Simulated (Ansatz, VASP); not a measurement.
## TiAl3 in VASP and in Ansatz

Contents of INCAR:

```
  PREC = Accurate
  ENCUT = 600
  EDIFF = 1E-6
  ISMEAR = 0
  SIGMA = 0.2
  LREAL = F
  LASPH = T
  NELM = 100
  ALGO = Fast
  ISIF = 3
  LWAVE = F
  LCHARG = F
  GGA = PE
  IBRION = 2
  NSW = 36
  EDIFFG = -0.08
```

Contents of KPOINTS:

```
regular mesh
0
Gamma
  6 6 6
```

The input POSCAR:

```
TiAl3
1.0
   -2.2162489600      2.2162489600      3.9346161900
    2.2162489600     -2.2162489600      3.9346161900
    2.2162489600      2.2162489600     -3.9346161900
Ti Al
1 3
Direct
    0.0000000000      0.0000000000      0.0000000000
    0.7500000000      0.2500000000      0.5000000000
    0.2500000000      0.7500000000      0.5000000000
    0.5000000000      0.5000000000      0.0000000000
```

Input for Ansatz:

```yaml
crystal:
  lattice:
    - [-2.21624896, 2.21624896, 3.93461619]
    - [2.21624896, -2.21624896, 3.93461619]
    - [2.21624896, 2.21624896, -3.93461619]
  atoms:
    - { symbol: Ti, position: [0.0, 0.0, 0.0] }
    - { symbol: Al, position: [0.75, 0.25, 0.5] }
    - { symbol: Al, position: [0.25, 0.75, 0.5] }
    - { symbol: Al, position: [0.5, 0.5, 0.0] }
basis:
  ecutwfc: 420
kpoints:
  mp_grid: { grid: [6, 6, 6] }
hamiltonian:
  xc: pbe
scf:
  occupations: { method: gaussian, width: 0.2 }
  lower_state_search: "off"
output:
  forces: true
  stress: true
  eigenvalues: true
relax:
  adjacent_minimum: "off"
  f_tol: 0.08
  max_steps: 16
  cell: { stress_tol: 0.8 }
```

Change from the starting cell: species swapped into the Li3Cu type (I4/mmm, No. 139).

Alike in both runs: task relaxation of cell and atoms; functional PBE; k mesh 6 × 6 × 6; occupations gaussian, width 0.2 eV; no spin polarisation.

|  | VASP | Ansatz |
| --- | --- | --- |
| version | VASP 6.6.1 | Ansatz 0.2.0 |
| potentials or method | VASP PAW PBE potentials, release 64 (Ti_sv, Al), cutoff 600 eV | scalar-relativistic, plane waves, PAW |
| valence electrons in the cell | 21 | 21 |

VASP gave:

```
gap on the k mesh at the Fermi level, each at its own relaxed structure (eV) : none
relaxed volume (Å³/atom)                                                     : 15.94
relaxed cell length with the largest relative difference (Å)                 : 5.094
```

Question: What did Ansatz give for the same quantities?

Answer: gap on the k mesh at the Fermi level, each at its own relaxed structure (eV): none; relaxed volume (Å³/atom): 15.97; relaxed cell length with the largest relative difference (Å): 5.098.

A gap of «none» marks a metal or a gap that the smearing closes.

Noted on VASP's run: the volume moved by over 15 % at a fixed basis, so the end points are rough.
